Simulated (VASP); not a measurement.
Set up this calculation in VASP 6.6.1, as the native input.

| Quantity | Value |
| --- | --- |
| Task | single point |
| Functional | LDA |
| Potentials or basis | VASP PAW LDA potentials, release 64 (Ti_sv) |
| Cutoff | 520 eV |
| k mesh | 12 × 12 × 12 |
| Occupations | gaussian, width 0.1 eV |
| Spin | no spin polarisation |
| Dipole correction | no |
| Further INCAR settings | ALGO = Normal; EDIFF = 1e-07; NBANDS = 12 |

The structure of Ti lies in POSCAR:

```
Ti
1.0
   -1.6464518673      1.6464518673      1.6464518673
    1.6464518673     -1.6464518673      1.6464518673
    1.6464518673      1.6464518673     -1.6464518673
Ti
1
Direct
    0.0000000000      0.0000000000      0.0000000000
```

One way to write it, as run:

INCAR

```
PREC     = Accurate       # precision mode
ENCUT    = 520            # plane-wave cutoff, eV
EDIFF    = 1E-7           # SCF threshold, eV
ISMEAR   = 0              # smearing method
SIGMA    = 0.1            # smearing width, eV
LREAL    = False          # projectors in reciprocal space
LASPH    = True           # aspherical terms in the spheres
NELM     = 80             # most SCF steps
ALGO     = Normal         # electronic algorithm
ISIF     = 2              # what is computed and relaxed
LWAVE    = False          # write WAVECAR
LCHARG   = False          # write CHGCAR
NBANDS   = 12             # bands
```

KPOINTS

```
Automatic mesh
0
Gamma
  12 12 12
```

Potentials or basis: VASP PAW LDA potentials, release 64 (Ti_sv).

The run is started by

```console
$ cat potpaw_LDA.64/Ti_sv/POTCAR > POTCAR
$ mpirun -np 1 vasp_std > vasp.out
```

It gave:

The pressure is -11.9 GPa and the band gap on the k mesh is zero (band 6 reaches 8.49 eV, above the bottom of band 7 at 6.98 eV).

Wall time 4.8 s on 1 thread of Intel(R) Xeon(R) 6975P-C (Granite Rapids) (shared host), peak memory 0.13 GiB.
